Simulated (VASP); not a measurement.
# GaN in VASP: a series of runs

Runs on GaN. Level: PBEsol. Tasks: single point, relaxation of cell and atoms.

Program: VASP 6.6.1. These are calculated values, not measurements. Logs are shortened: lines on timing, memory, paths and dates and some standing lists are left out, and cuts for length are marked.

### Step 1. The cell of the first run

Symmetry: F-43m, No. 216, cubic system. Conventional cell: a = 4.498 Å, b = 4.498 Å, c = 4.498 Å, α = 90.00°, β = 90.00°, γ = 90.00°. Ga (site symmetry -43m) has 4 N at 1.95 Å within 2.6 Å. N (site symmetry -43m) has 4 Ga at 1.95 Å within 2.6 Å.

### Step 2. Single point, PBEsol

INCAR reads:

```
SYSTEM = GaN
PREC     = Accurate       ! precision mode
ENCUT    = 520            ! plane-wave cutoff, eV
EDIFF    = 1E-6           ! SCF threshold, eV
ISMEAR   = 0              ! smearing method
SIGMA    = 0.02           ! smearing width, eV
LREAL    = .FALSE.        ! projectors in reciprocal space
LASPH    = .TRUE.         ! aspherical terms in the spheres
NELM     = 100            ! most SCF steps
ALGO     = Normal         ! electronic algorithm
ISIF     = 2              ! what is computed and relaxed
LWAVE    = .FALSE.        ! write WAVECAR
LCHARG   = .FALSE.        ! write CHGCAR
GGA      = PS             ! functional
NBANDS   = 36             ! bands
```

KPOINTS reads:

```
regular mesh
0
G
  12 12 4
  0 0 0
```

POSCAR reads:

```
GaN
1.0
    3.1806593363      0.0000000000      0.0000000000
   -1.5903296681      2.7545317860      0.0000000000
    0.0000000000      0.0000000000      7.7906777707
Ga N
3 3
Direct
    0.0000000000      0.0000000000     -0.0000017723
    0.3333333333      0.6666666667      0.3333315611
    0.6666666667      0.3333333333      0.6666648944
    0.0000000000      0.0000000000      0.2500017723
    0.3333333333      0.6666666667      0.5833351056
    0.6666666667      0.3333333333      0.9166684389
```

Potentials or basis: VASP PAW PBE potentials, release 64 (Ga_d, N).

Command:

```
cat potpaw_PBE.64/Ga_d/POTCAR potpaw_PBE.64/N/POTCAR > POTCAR
mpirun -np 1 vasp_std > vasp.out
```

OUTCAR:

```text
SYSTEM = GaN
   PREC = Accurate
   ENCUT = 520
   EDIFF = 1E-6
   ISMEAR = 0
   LREAL = .FALSE.
   LASPH = .TRUE.
   NELM = 100
   ISIF = 2
   GGA = PS

 ion  position               nearest neighbor table
   1  0.000  0.000  1.000-   4 1.95   6 1.95   6 1.95   6 1.95
   2  0.333  0.667  0.333-   5 1.95   4 1.95   4 1.95   4 1.95
   3  0.667  0.333  0.667-   6 1.95   5 1.95   5 1.95   5 1.95
   4  0.000  0.000  0.250-   1 1.95   2 1.95   2 1.95   2 1.95
   5  0.333  0.667  0.583-   2 1.95   3 1.95   3 1.95   3 1.95
   6  0.667  0.333  0.917-   3 1.95   1 1.95   1 1.95   1 1.95

  LATTYP: Found a hexagonal cell.
 ALAT       =     3.1806593363
 C/A-ratio  =     2.4493908171

  Lattice vectors:

 A1 = (   3.1806593363,   0.0000000000,   0.0000000000)
 A2 = (  -1.5903296681,   2.7545317860,   0.0000000000)
 A3 = (   0.0000000000,   0.0000000000,   7.7906777707)

Analysis of symmetry for initial positions (statically):
=====================================================================
 Subroutine PRICEL returns following result:

  LATTYP: Found a trigonal (rhomboedric) cell.
 ALAT       =     3.1805736994
 COS(alpha) =     0.4999730749

  Lattice vectors:

 A1 = (   1.5903296678,   0.9181772622,  -2.5968925892)
 A2 = (   0.0000000001,  -1.8363545241,  -2.5968925908)
 A3 = (  -1.5903296680,   0.9181772619,  -2.5968925908)

   3 primitive cells build up your supercell.

 Routine SETGRP: Setting up the symmetry group for a
 hexagonal supercell.

 Subroutine GETGRP returns: Found  6 space group operations
 (whereof  6 operations were pure point group operations)
 out of a pool of 24 trial point group operations.

The static configuration has the point symmetry C_3v.

Analysis of symmetry for dynamics (positions and initial velocities):
=====================================================================
 Subroutine PRICEL returns following result:

  LATTYP: Found a trigonal (rhomboedric) cell.
 ALAT       =     3.1805736994
 COS(alpha) =     0.4999730749

  Lattice vectors:

 A1 = (   1.5903296678,   0.9181772622,  -2.5968925892)
 A2 = (   0.0000000001,  -1.8363545241,  -2.5968925908)
 A3 = (  -1.5903296680,   0.9181772619,  -2.5968925908)

   3 primitive cells build up your supercell.

 Routine SETGRP: Setting up the symmetry group for a
 hexagonal supercell.

 Subroutine GETGRP returns: Found  6 space group operations
[... 96 lines left out ...]
   ICHARG =      2    charge: 1-file 2-atom 10-const
   ISPIN  =      1    spin polarized calculation?
   LNONCOLLINEAR =      F non collinear calculations
   LSORBIT =      F    spin-orbit coupling
   LASPH  =      T    aspherical Exc in radial PAW
   ENCUT  =  520.0 eV  38.22 Ry    6.18 a.u.   5.91  5.91 14.49*2*pi/ulx,y,z
   NELM   =    100;   NELMIN=  2; NELMDL= -5     # of ELM steps
   EDIFF  = 0.1E-05   stopping-criterion for ELM
   LREAL  =      F    real-space projection
[... 7 lines left out ...]
   TEBEG  =    0.0;   TEEND  =   0.0 temperature during run
   PSTRESS=    0.0 pullay stress
   NELECT =      54.0000    total number of electrons
   NUPDOWN=      -1.0000    fix difference up-down
   EMIN   =  10.00;   EMAX   =-10.00  energy-range for DOS
   EFERMI =   0.00;   METHOD = LEGACY
   ISMEAR =     0;   SIGMA  =   0.02  broadening in eV -4-tet -1-fermi 0-gaus
   EFERMI_NEDOS =   21; number of points for ismear=-14 and -15
   IALGO  =     38    algorithm
   IMIX   =      4    mixing-type and parameters
     AMIX     =   0.40;   BMIX     =  1.00
     AMIX_MAG =   1.60;   BMIX_MAG =  1.00
  volume/ion in A,a.u.               =      11.38        76.77
  Fermi-wavevector in a.u.,A,eV,Ry     =   1.514117  2.861266 31.192029  2.292549
  Thomas-Fermi vector in A             =   2.623817
   LORBIT       =      0    0 simple, 1 ext, 2 COOP (PROOUT), +10 PAW based schemes
   GGA     = PS    functional components
   LHFCALC =     F    Hartree Fock is set to
   AEXX    =    0.0000 exact exchange contribution
   IVDW    =     0    specifies the selected vdW correction
   LEPSILON=     F    determine dielectric tensor
   LRPA    =     F    only Hartree local field effects (RPA)
 non-spin polarized calculation
 Gauss-broadening in eV      SIGMA  =   0.02
  energy-cutoff  :      520.00
  volume of cell :       68.26
 maximum number of plane-waves:      1864
   NGX = 11   NGY = 11   NGZ = 29

 number of electron      53.9999986 magnetization

 Free energy of the ion-electron system (eV)
  ---------------------------------------------------
  ext. energy  EPLUGINS =         0.00000000
  ---------------------------------------------------
  free energy    TOTEN  =       -39.36775410 eV

  energy without entropy =      -39.36775410  energy(sigma->0) =      -39.36775410

 E-fermi :   5.3104     XC(G=0): -11.9339

 val. band max:        5.2146703330   @ k =   0.0000   0.0000   0.0000
 cond. band min:       6.9354334314   @ k =   0.0000   0.0000   0.0000
 fundamental gap:      1.7207630984
 Fermi energy:         5.3103960667

 k-point     1 :       0.0000    0.0000    0.0000
  band No.  band energies     occupation
      1     -10.7689      2.00000
      2      -9.9721      2.00000
      3      -9.9721      2.00000
      4      -8.1937      2.00000
      5      -8.1937      2.00000
      6      -8.1936      2.00000
[... 925 lines left out ...]
     35      15.5649      0.00000
     36      15.8380      0.00000

 [... further k-points ...]

------------------------ aborting loop because EDIFF is reached ----------------------------------------

  FORCE on cell =-STRESS in cart. coord.  units (eV):
  Direction    XX          YY          ZZ          XY          YZ          ZX
  --------------------------------------------------------------------------------------
  -------------------------------------------------------------------------------------
  Total       -0.1382239     -0.1382239     -0.1322103     -0.0000000      0.0000000      0.0000000
  in kB       -3.2445429     -3.2445429     -3.1033843     -0.0000000      0.0000000      0.0000000
  external PRESSURE =      -3.1974900 kB  Pullay stress =       0.0000000 kB

 VOLUME and BASIS-vectors are now :
 -----------------------------------------------------------------------------
  energy-cutoff  :      520.00
  volume of cell :       68.26
      direct lattice vectors                 reciprocal lattice vectors
     3.180659336  0.000000000  0.000000000     0.314400222  0.181519053  0.000000000
    -1.590329668  2.754531786  0.000000000     0.000000000  0.363038105  0.000000000
     0.000000000  0.000000000  7.790677771     0.000000000  0.000000000  0.128358537

 POSITION                                       TOTAL-FORCE (eV/Angst)
 -----------------------------------------------------------------------------------
      0.00000      0.00000      7.79066        -0.000000     -0.000000     -0.000024
     -0.00000      1.83635      2.59688        -0.000000     -0.000000     -0.000024
      1.59033      0.91818      5.19377         0.000000     -0.000000     -0.000024
      0.00000      0.00000      1.94768         0.000000      0.000000      0.000024
     -0.00000      1.83635      4.54458         0.000000     -0.000000      0.000024
      1.59033      0.91818      7.14147         0.000000     -0.000000      0.000024
 -----------------------------------------------------------------------------------
    total drift:                               -0.000002     -0.000001     -0.000112

  FREE ENERGIE OF THE ION-ELECTRON SYSTEM (eV)
  ---------------------------------------------------
  free  energy   TOTEN  =       -39.3677540958 eV

  energy  without entropy=      -39.3677540958  energy(sigma->0) =      -39.36775410
```

OSZICAR:

```text
N       E                     dE             d eps       ncg     rms          rms(c)
DAV:   1     0.494103491681E+03    0.49410E+03   -0.25923E+04  5732   0.277E+03
DAV:   2     0.398275411897E+02   -0.45428E+03   -0.43012E+03  5176   0.592E+02
DAV:   3    -0.398853654413E+02   -0.79713E+02   -0.77877E+02  5704   0.183E+02
DAV:   4    -0.447061747895E+02   -0.48208E+01   -0.47848E+01  6524   0.468E+01
DAV:   5    -0.448130678020E+02   -0.10689E+00   -0.10671E+00  5952   0.709E+00    0.125E+01
DAV:   6    -0.393004539000E+02    0.55126E+01   -0.14862E+01  8828   0.524E+01    0.364E+00
DAV:   7    -0.394355724742E+02   -0.13512E+00   -0.24431E+00  5464   0.927E+00    0.324E+00
DAV:   8    -0.393887449203E+02    0.46828E-01   -0.26941E-01  7808   0.578E+00    0.814E-01
DAV:   9    -0.393669510215E+02    0.21794E-01   -0.89849E-02  8168   0.420E+00    0.324E-01
DAV:  10    -0.393678271699E+02   -0.87615E-03   -0.62998E-03  5596   0.649E-01    0.188E-01
DAV:  11    -0.393677496848E+02    0.77485E-04   -0.10323E-03  7176   0.446E-01    0.484E-02
DAV:  12    -0.393677545650E+02   -0.48802E-05   -0.13300E-04  5852   0.712E-02    0.185E-02
DAV:  13    -0.393677540958E+02    0.46925E-06   -0.57218E-06  6492   0.412E-02
   1 F= -.39367754E+02 E0= -.39367754E+02  d E =-.606658E-14
```

stdout:

```text
POSCAR found type information on POSCAR GaN
 POSCAR found :  2 types and       6 ions
 scaLAPACK will be used
 -----------------------------------------------------------------------------
|                                                                             |
|                                                                             |
|     You enforced a specific xc type in the INCAR file but a different       |
|     I HOPE YOU KNOW WHAT YOU ARE DOING!                                     |
|                                                                             |
 -----------------------------------------------------------------------------

 LDA part: xc-table for (Slater+PW92), standard interpolation
 POSCAR, INCAR and KPOINTS ok, starting setup
 FFT: planning ... GRIDC
 FFT: planning ... GRID_SOFT
 FFT: planning ... GRID
 WAVECAR not read
 entering main loop
```

Wall time 62 s (1 thread of Intel Xeon 6975P-C (Granite Rapids), shared host); peak memory 0.26 GiB.

Results:

```yaml
Free_energy: -39.3678 eV
Pressure: -0.3 GPa
Band_gap_on_the_k_mesh: 1.72 eV
```

Levels at points of the mesh, in eV from the valence-band top:
```
           k point  band 24  band 25  band 26  band 27  band 28  band 29  band 30  band 31
(0.00, 0.00, 0.00)    -0.77     0.00     0.00     0.00     1.72     4.44     4.44     8.57
(0.50, 0.00, 0.00)    -2.31    -2.31    -1.49    -1.49     3.23     5.69     5.69     6.60
(0.00, 0.00, 0.50)    -0.28    -0.28    -0.28    -0.28     3.33     3.33     4.60     8.66
(0.50, 0.00, 0.50)    -2.36    -2.36    -0.99    -0.99     4.40     4.40     4.60     7.40
```

Caveat: the PAW data sets were made with another functional, which shifts forces and pressure a little.

### Step 3. Relaxation of cell and atoms, PBEsol

INCAR reads:

```
  ALGO = Normal
  EDIFF = 1E-6
  EDIFFG = -0.01
  ENCUT = 600
  GGA = PS
  IBRION = 2
  ISIF = 3
  ISMEAR = 0
  LASPH = T
  LCHARG = F
  LREAL = F
  LWAVE = F
  NELM = 60
  NSW = 65
  PREC = Accurate
  SIGMA = 0.02
```

KPOINTS reads:

```
k-points
0
Gamma
  12 12 4
```

POSCAR reads:

```
GaN
1.0
    3.1826870465      0.0000000000      0.0000000000
   -1.5913435232      2.7562878346      0.0000000000
    0.0000000000      0.0000000000      7.7786995161
Ga N
3 3
Direct
    0.0000000000      0.0000000000      0.0000000000
    0.3333333333      0.6666666667      0.3333333333
    0.6666666667      0.3333333333      0.6666666667
    0.0000000000      0.0000000000      0.2500000000
    0.3333333333      0.6666666667      0.5833333333
    0.6666666667      0.3333333333      0.9166666667
```

Potentials or basis: VASP PAW PBE potentials, release 64 (Ga_d, N).

Command:

```
cat potpaw_PBE.64/Ga_d/POTCAR potpaw_PBE.64/N/POTCAR > POTCAR
mpirun -np 1 vasp_std > vasp.out
```

Run time: 8.4 min. Hardware: 1 thread of Intel Xeon 6975P-C (Granite Rapids), shared host; peak memory 0.31 GiB.

It converged, with:

| Quantity | Value |
| --- | --- |
| Free energy | -39.3732 eV |
| Relaxed volume | 11.36 Å³/atom |
| Relaxed cell | a = 3.179 Å, b = 3.179 Å, c = 7.785 Å, α = 90.00°, β = 90.00°, γ = 120.00° |
| Space group after relaxing (to 0.1 Å) | F-43m (No. 216) |
| Energy gained by relaxing | 0.1 meV/atom |
| Ionic steps | 7 |
| Pressure after relaxing | 0.0 GPa |
| Largest force after relaxing | 0.008 eV/Å |
| Band gap on the k mesh | 1.73 eV |

Forces in eV/Å, atoms in the order of the input:
```
Ga   0.000  0.000  0.008
Ga   0.000  0.000  0.008
Ga   0.000  0.000  0.008
N    0.000  0.000 -0.008
N    0.000  0.000 -0.008
N    0.000  0.000 -0.008
```

Step by step:
| step | energy change (eV) | largest force (eV/Å) | pressure (GPa) | volume (Å³) |
| --- | --- | --- | --- | --- |
| 1 | 0.0000 | 0.0212 | -0.37 | 68.24 |
| 2 | -0.0001 | 0.0319 | 0.38 | 67.98 |
| 3 | -0.0004 | 0.0055 | 0.11 | 68.10 |
| 4 | -0.0004 | 0.0043 | 0.01 | 68.11 |
| 5 | -0.0004 | 0.0057 | 0.10 | 68.11 |
| 6 | -0.0004 | 0.0089 | -0.11 | 68.15 |
| 7 | -0.0004 | 0.0079 | 0.02 | 68.13 |

Final structure:
```
CELL_PARAMETERS angstrom
3.17896 0.00000 0.00000
-1.58948 2.75306 0.00000
0.00000 0.00000 7.78469
ATOMIC_POSITIONS crystal
Ga 0.00000 0.00000 0.99995
Ga 0.33333 0.66667 0.33328
Ga 0.66667 0.33333 0.66661
N 0.00000 0.00000 0.25005
N 0.33333 0.66667 0.58339
N 0.66667 0.33333 0.91672
```

Levels at points of the mesh, in eV from the valence-band top:
```csv
k point,band 24,band 25,band 26,band 27,band 28,band 29,band 30,band 31
"(0.00, 0.00, 0.00)",-0.77,0.00,0.00,0.00,1.73,4.45,4.45,8.58
"(0.50, 0.00, 0.00)",-2.32,-2.32,-1.50,-1.50,3.22,5.70,5.70,6.60
"(0.00, 0.00, 0.50)",-0.28,-0.28,-0.28,-0.28,3.33,3.33,4.61,8.67
"(0.50, 0.00, 0.50)",-2.37,-2.37,-0.99,-0.99,4.40,4.40,4.61,7.41
```

Caveat: the PAW data sets were made with another functional, which shifts forces and pressure a little.
